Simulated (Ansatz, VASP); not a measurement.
**One calculation of WSe2, two programs**

```
W Se
1.0
     3.31794    0.00000    0.00000
    -1.65897    2.70101    0.00000
     0.00000    0.00000   16.65814
W Se
1 2
Direct
  0.00000 0.00000 0.00000
  0.33333 0.66667 0.09979
  0.33333 0.66667 0.90021
```

Change from the starting cell: strain -0.0600 x Voigt [0, 1, 0, 0, 0, 0], atoms carried along.

Alike in both runs: task single point; functional PBE; dispersion D3(BJ); k mesh 9 × 9 × 2; occupations gaussian, width 0.05 eV; no spin polarisation.

|  | VASP | Ansatz |
| --- | --- | --- |
| version | VASP 6.6.1 | Ansatz 0.2.0 |
| potentials or method | VASP PAW PBE potentials, release 64 (W_sv, Se), cutoff 520 eV | scalar-relativistic, plane waves, PAW |
| valence electrons in the cell | 26 | 46 |

VASP gave:

- gap on the k mesh at the Fermi level (eV): 1.76
- least direct gap on the mesh (eV): 1.84
- rms of the force components (eV/Å): 0.531

Q: Estimate Ansatz's values.

A: gap on the k mesh at the Fermi level (eV): 1.75; least direct gap on the mesh (eV): 1.84; rms of the force components (eV/Å): 0.506.

Atom by atom the forces differ by 0.028 eV/Å (rms over components). VASP's potentials hold 26 valence electrons a cell and Ansatz's 46, so a difference there can come from the potentials and not from the codes.

Spin-orbit coupling is off throughout.
